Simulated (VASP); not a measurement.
Runs of VASP 6.6.1 on InO. The structure is that of space group P-6m2 (No. 187), or close to it. The cells are those of the table. 

```csv
cell,gap on the mesh (eV),largest force (eV/Å)
"a = 3.177, b = 3.177, c = 17.147 Å, angles 90.0, 90.0, 120.0°, 4 atoms",none,2.18
"a = 3.315, b = 3.315, c = 14.607 Å, angles 90.0, 90.0, 120.0°, 4 atoms",0.67,1.54
"a = 3.177, b = 3.177, c = 14.607 Å, angles 90.0, 90.0, 120.0°, 4 atoms",0.67,3.01
"a = 3.177, b = 3.177, c = 16.512 Å, angles 90.0, 90.0, 120.0°, 4 atoms",none,2.26
"a = 3.177, b = 3.177, c = 15.242 Å, angles 90.0, 90.0, 120.0°, 4 atoms",(a),2.59
"a = 3.315, b = 3.315, c = 15.242 Å, angles 90.0, 90.0, 120.0°, 4 atoms",0.50,1.19
"a = 3.177, b = 3.177, c = 15.877 Å, angles 90.0, 90.0, 120.0°, 4 atoms",0.19,2.23
"a = 3.315, b = 3.315, c = 17.147 Å, angles 90.0, 90.0, 120.0°, 4 atoms",none,0.98
```

Alike in all rows: task single point; level PBE; potentials or basis VASP PAW PBE potentials, release 64 (In_d, O); no spin polarisation; k mesh 12 × 12 × 2; cutoff (eV) 520; smearing gaussian 0.03 eV.

Task: Estimate the missing entries.

Result: (a) 0.44.

Caveats: there is no dipole correction, which matters where the two faces differ; spin-orbit coupling is left out, which moves the levels of the heavy elements; semilocal functionals underestimate gaps, and a narrow one can read as zero (at least some runs).

A k mesh can miss the band edges, and the runs leave out spin-orbit coupling on In.

A gap of «none» marks levels without a gap at the run's occupations.
